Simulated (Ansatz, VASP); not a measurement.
# Two plane-wave programs on Ba

```
CELL_PARAMETERS angstrom
3.99965 0.00000 0.00000
0.00000 3.99965 0.00000
0.00000 0.00000 3.60554
ATOMIC_POSITIONS crystal
Ba 0.50000 0.50000 0.50000
```

Alike in both runs: task single point; functional PBEsol; k mesh 7 × 7 × 8; occupations fermi-dirac, width 0.1 eV; no spin polarisation.

|  | VASP | Ansatz |
| --- | --- | --- |
| version | VASP 6.6.1 | Ansatz 0.2.0 |
| potentials or method | VASP PAW PBE potentials, release 64 (Ba_sv), cutoff 520 eV | plane waves, PAW |
| valence electrons in the cell | 10 | 10 |

|  | VASP | Ansatz | Ansatz less VASP |
| --- | --- | --- | --- |
| pressure (GPa) | 0.0 | -0.2 | -0.19 |
| traceless stress, the component that is largest in VASP (GPa) | 2.43 | 2.32 | -0.107 |

VASP's potentials were made for PBE, not for PBEsol.

Spin-orbit coupling is off throughout.
